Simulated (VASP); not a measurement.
Set up this calculation in VASP 6.6.1, as the native input.

* Task: single point
* Functional: PBE
* Potentials or basis: VASP PAW PBE potentials, release 64 (Sn_d, Co)
* Cutoff: 520 eV
* k mesh: 10 × 10 × 10
* Occupations: gaussian, width 0.1 eV
* Spin: collinear spin, ferromagnetic start
* Starting moments: [0.0, 0.0, 0.0, 0.5] μB
* Dipole correction: no
* Further INCAR settings: ALGO = Fast; EDIFF = 1e-07; NBANDS = 38

The structure of CoSn3 lies in POSCAR:

```
CoSn3
1.0
    0.0000000000      3.5491965900      3.5491965900
    3.5491965900      0.0000000000      3.5491965900
    3.5491965900      3.5491965900      0.0000000000
Sn Co
3 1
Direct
    0.2500000000      0.2500000000      0.2500000000
    0.7500000000      0.7500000000      0.7500000000
    0.5000000000      0.5000000000      0.5000000000
    0.0000000000      0.0000000000      0.0000000000
```

The input as run:

INCAR

```
PREC = Accurate ; ENCUT = 520
EDIFF = 1E-7 ; ISMEAR = 0
SIGMA = 0.1 ; LREAL = F
LASPH = T ; NELM = 150
ALGO = Fast ; ISIF = 2
LWAVE = F ; LCHARG = F
ISPIN = 2 ; MAGMOM = 0 0 0 0.5
LORBIT = 11 ; LMAXMIX = 4
GGA = PE ; NBANDS = 38
```

KPOINTS

```
regular mesh
0
Gamma
  10 10 10
```

Potentials or basis: VASP PAW PBE potentials, release 64 (Sn_d, Co).

Launch:

```sh
$ cat potpaw_PBE.64/Sn_d/POTCAR potpaw_PBE.64/Co/POTCAR > POTCAR
$ mpirun -np 1 vasp_std > vasp.out
```

Results of the run:

* Pressure: -0.1 GPa
* Net moment: 0.95 μB per cell
* Site moments: Sn -0.04, -0.00; Co +1.21 μB
* Valence electrons inside the program's atomic spheres: Sn 12.21, 12.26; Co 7.85

Run time: 14 min on 1 thread of Intel(R) Xeon(R) Platinum 8259CL CPU @ 2.50GHz (Skylake/Cascade Lake) (shared host), peak memory 0.44 GiB.
